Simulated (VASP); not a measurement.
## NaF: G0W0 quasiparticle levels with PBE

The system is NaF.

```
Na F
1.0
     0.00000    2.29724    2.29724
     2.29724    0.00000    2.29724
     2.29724    2.29724    0.00000
Na F
1 1
Direct
  0.00000 0.00000 0.00000
  0.50000 0.50000 0.50000
```

| Item | Value |
| --- | --- |
| Program | VASP 6.6.1 |
| Task | G0W0 quasiparticle levels |
| Functional | PBE |
| Potentials or basis | VASP PAW PBE potentials, release 64 (Na_sv_GW, F_GW) |
| Cutoff | 500 eV |
| k mesh | 6 × 6 × 6 |
| Occupations | gaussian, width 0.01 eV |
| Spin | no spin polarisation |
| Dipole correction | no |
| GW scheme | G0W0 |
| GW iterations | 1 |
| Cutoff of the response function | 100 |
| Frequency points | 96 |
| Empty bands | 55 |
| Further INCAR settings | ALGO = EVGW0; EDIFF = 1e-08; NBANDS = 63 |

- Quasiparticle gap: 10.62 eV
- Least direct quasiparticle gap: 10.62 eV
- Band gap of the starting levels on the mesh: 6.47 eV
- Least direct gap of the starting levels on the mesh: 6.47 eV

It took 2.7 min on 1 thread of Intel(R) Xeon(R) Platinum 8488C (Sapphire Rapids) (shared host), peak memory 0.35 GiB.

Caveat: the k points lie up to 0.39 Å⁻¹ apart; bands, screening cutoff and mesh are small and nothing is extrapolated, so the quasiparticle values aren't converged.
